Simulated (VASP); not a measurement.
A run of VASP 6.6.1 is set up as follows.

INCAR

```
SYSTEM = Se
ALGO = Normal
EDIFF = 1E-7
ENCUT = 520
GGA = RP
ISIF = 2
ISMEAR = -1
LASPH = .True.
LCHARG = .True.
LELF = .True.
LREAL = .False.
LVHAR = .True.
LWAVE = .False.
NBANDS = 16
NELM = 80
PREC = Accurate
SIGMA = 0.05
```

KPOINTS

```
k-points
0
Gamma
  6 6 6
  0 0 0
```

The input POSCAR:

```
Se
1.0
    5.8723992004      0.0000000000      0.0000000000
   -2.9361996002      5.0856468887      0.0000000000
    0.0000000000      0.0000000000      4.7911968548
Se
3
Direct
    0.1596740353      0.0000000000      0.3333333333
    1.0000000000      0.1596740353      0.6666666667
    0.8403259647      0.8403259647      0.0000000000
```

Potentials or basis: VASP PAW PBE potentials, release 64 (Se).

Launch:

```bash
$ cat potpaw_PBE.64/Se/POTCAR > POTCAR
$ mpirun -np 1 vasp_std > vasp.out
```

Problem. Estimate the band gap on the k mesh.

Solution. 2.21 eV (least direct gap 2.31 eV).

Problem. Estimate the largest force.

Solution. 1.734 eV/Å.

Forces on the atoms (eV/Å):
```
Se   1.734  0.000  0.000
Se  -0.867  1.502  0.000
Se  -0.867 -1.502  0.000
```

Caveat: the PAW data sets were made with another functional, which shifts forces and pressure a little. A k mesh can miss the band edges.
